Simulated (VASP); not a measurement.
A run of VASP 6.6.1 is set up as follows.

The input POSCAR:

```
BP
1.0
    0.0000000000      2.2899519552      2.2899519552
    2.2899519552      0.0000000000      2.2899519552
    2.2899519552      2.2899519552      0.0000000000
B P
1 1
Direct
    0.0000000000      0.0000000000      0.0000000000
    0.2500000000      0.2500000000      0.2500000000
```

The input INCAR.step1:

```
PREC = Accurate
ENCUT = 420
EDIFF = 1E-5
ISMEAR = 0
SIGMA = 0.01
LREAL = F
LASPH = T
NELM = 120
ALGO = Normal
ISIF = 2
LWAVE = T
GGA = PE
NBANDS = 11
GGA_COMPAT = F
```

Contents of INCAR.step2:

```
PREC = Accurate
ENCUT = 420
EDIFF = 1E-6
ISMEAR = 0
SIGMA = 0.01
LREAL = F
LASPH = T
NELM = 120
ALGO = Normal
ISIF = 2
LWAVE = F
LCHARG = T
GGA = PE
LHFCALC = T
HFSCREEN = 0.2079
PRECFOCK = Normal
LELF = T
LVHAR = T
ISTART = 1
NBANDS = 11
GGA_COMPAT = F
```

File KPOINTS:

```
regular mesh
0
Gamma
  6 6 6
```

Potentials or basis: VASP PAW PBE potentials, release 64 (B, P).

The run is started by

```bash
$ cat potpaw_PBE.64/B/POTCAR potpaw_PBE.64/P/POTCAR > POTCAR
$ cp INCAR.step1 INCAR
$ mpirun -np 1 vasp_std > vasp.out
$ cp INCAR.step2 INCAR
$ mpirun -np 1 vasp_std > vasp.out
```

Problem. Estimate the pressure.

Solution. -6.4 GPa.

Problem. What does it give for the band gap on the k mesh?

Solution. 2.11 eV (least direct gap 4.29 eV).

Caveat: the cell stands under tension; the PAW data sets were made with another functional, which shifts forces and pressure a little. A k mesh can miss the band edges.
